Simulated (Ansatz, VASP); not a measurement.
MnH4 in VASP and in Ansatz

Contents of INCAR:

```
SYSTEM = MnH4
PREC = Accurate ; ENCUT = 600
EDIFF = 1E-7 ; ISMEAR = 0
SIGMA = 0.1 ; LREAL = .FALSE.
LASPH = .TRUE. ; NELM = 150
ALGO = Normal ; ISIF = 3
LWAVE = .FALSE. ; LCHARG = .FALSE.
ISPIN = 2 ; MAGMOM = 4 0 0 0 0
LORBIT = 11 ; LMAXMIX = 4
GGA = PE ; IBRION = 2
NSW = 90 ; EDIFFG = -0.04
```

The input KPOINTS:

```
regular mesh
0
G
  12 12 2
  0 0 0
```

Contents of POSCAR:

```
MnH4
1.0
    2.4172049600      0.0000000000      0.0000000000
   -1.2086024800      2.0933609000      0.0000000000
    0.0000000000      0.0000000000      7.7724775500
Mn H
1 4
Direct
    0.0000000000      0.0000000000      0.0000000000
    0.3333333300      0.6666666700      0.8658552800
    0.3333333300      0.6666666700      0.3767953500
    0.6666666700      0.3333333300      0.1341447200
    0.6666666700      0.3333333300      0.6232046500
```

Input for Ansatz:

```yaml
crystal:
  lattice:
    - [2.41720496, 0.0, 0.0]
    - [-1.20860248, 2.0933609, 0.0]
    - [0.0, 0.0, 7.77247755]
  atoms:
    - { symbol: Mn, position: [0.0, 0.0, 0.0], spin: 4.0 }
    - { symbol: H, position: [0.33333333, 0.66666667, 0.86585528] }
    - { symbol: H, position: [0.33333333, 0.66666667, 0.37679535] }
    - { symbol: H, position: [0.66666667, 0.33333333, 0.13414472] }
    - { symbol: H, position: [0.66666667, 0.33333333, 0.62320465] }
basis:
  ecutwfc: 420
kpoints:
  mp_grid: { grid: [12, 12, 2] }
hamiltonian:
  xc: pbe
scf:
  occupations: { method: gaussian, width: 0.1 }
  lower_state_search: "off"
output:
  forces: true
  stress: true
  eigenvalues: true
  populations: true
magnetization:
  spin_polarized: true
relax:
  adjacent_minimum: "off"
  f_tol: 0.04
  max_steps: 70
  cell: { stress_tol: 0.4 }
```

Change from the starting cell: species swapped into the Co4H type (P-3m1, No. 164).

Alike in both runs: task relaxation of cell and atoms; functional PBE; k mesh 12 × 12 × 2; occupations gaussian, width 0.1 eV; collinear spin.

|  | VASP | Ansatz |
| --- | --- | --- |
| version | VASP 6.6.1 | Ansatz 0.2.0 |
| potentials or method | VASP PAW PBE potentials, release 64 (Mn_pv, H), cutoff 600 eV | scalar-relativistic, plane waves, PAW |
| valence electrons in the cell | 17 | 19 |

```tsv
	VASP	Ansatz	Ansatz less VASP
gap on the k mesh at the Fermi level, each at its own relaxed structure (eV)	none	none	-
net moment per atom (μB)	0.36	0.33	-0.032
size of the moment on the site where the two differ most (μB)	1.83	1.36	-0.470
relaxed volume (Å³/atom)	8.00	8.28	+0.281
relaxed cell length with the largest relative difference (Å)	7.789	8.151	+0.3621
```

Site moments also hang on the region over which each program counts them. A gap of «none» marks a metal or a gap that the smearing closes. VASP's potentials hold 17 valence electrons a cell and Ansatz's 19, so a difference there can come from the potentials and not from the codes.

The k mesh is coarse, so the values compare programs but aren't converged.
